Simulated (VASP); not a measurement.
A run of VASP 6.6.1 is set up as follows.

INCAR

```
PREC = Accurate
ENCUT = 840
EDIFF = 1E-6
ISMEAR = 0
SIGMA = 0.02
LREAL = False
LASPH = True
NELM = 120
ALGO = Normal
ISIF = 2
LWAVE = False
LCHARG = False
GGA = PE
NBANDS = 33
GGA_COMPAT = False
```

Contents of KPOINTS:

```
Automatic mesh
0
Gamma
  6 6 8
```

File POSCAR:

```
MgF2
1.0
    4.5566536170      0.0000000000      0.0000000000
    0.0000000000      4.5566536170      0.0000000000
    0.0000000000      0.0000000000      3.1571453712
Mg F
2 4
Direct
    0.5000000000      0.5000000000      0.5000000000
    0.0000000000      0.0000000000      0.0000000000
    0.6959725608      0.6959725608      0.0000000000
    0.8040274392      0.1959725608      0.5000000000
    0.3040274392      0.3040274392      0.0000000000
    0.1959725608      0.8040274392      0.5000000000
```

Potentials or basis: VASP PAW PBE potentials, release 64 (Mg_sv, F).

Run with:

```sh
$ cat potpaw_PBE.64/Mg_sv/POTCAR potpaw_PBE.64/F/POTCAR > POTCAR
$ mpirun -np 1 vasp_std > vasp.out
```

(1) What does it give for the band gap on the k mesh?

(2) Estimate the pressure.

Results:

(1) 7.02 eV.

(2) 3.8 GPa.

Caveat: the cell differs from its parent crystal (biaxial strain in the a-b plane: -3.0 %, then relaxed in part); the stress differs along the axes, from 0 to 6 GPa.
